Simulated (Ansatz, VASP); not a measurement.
**One calculation of In3Sb, two programs**

```xyz
4
Lattice="0.0000 3.4800 3.4800 3.4800 0.0000 3.4800 3.4800 3.4800 0.0000" Properties=species:S:1:pos:R:3 pbc="T T T"
Sb    0.0000    0.0000    0.0000
In    3.4800    3.4800    3.4800
In    1.7400    1.7400    1.7400
In    5.2200    5.2200    5.2200
```

Alike in both runs: task relaxation of cell and atoms; functional PBE; k mesh 9 × 9 × 9; occupations fermi-dirac, width 0.05 eV; no spin polarisation.

|  | VASP | Ansatz |
| --- | --- | --- |
| version | VASP 6.6.1 | Ansatz 0.2.0 |
| potentials or method | VASP PAW PBE potentials, release 64 (Sb, In_d) | PAW with Ansatz's default frozen-core files, scalar-relativistic |
| plane-wave cutoff (eV) | 600 | 420 |
| valence electrons in the cell | 44 | 54 |

Ansatz gave:

```
relaxed volume (Å³/atom)                                     : 28.20
relaxed cell length with the largest relative difference (Å) : 5.424
```

Task: Which values does VASP return?

Result: Relaxed volume (Å³/atom): 28.19; relaxed cell length with the largest relative difference (Å): 5.423.

VASP's potentials hold 44 valence electrons a cell and Ansatz's 54, so a difference there can come from the potentials and not from the codes.

Spin-orbit coupling is off throughout. Noted on VASP's run: the volume moved by over 15 % at a fixed basis, so the end points are rough.
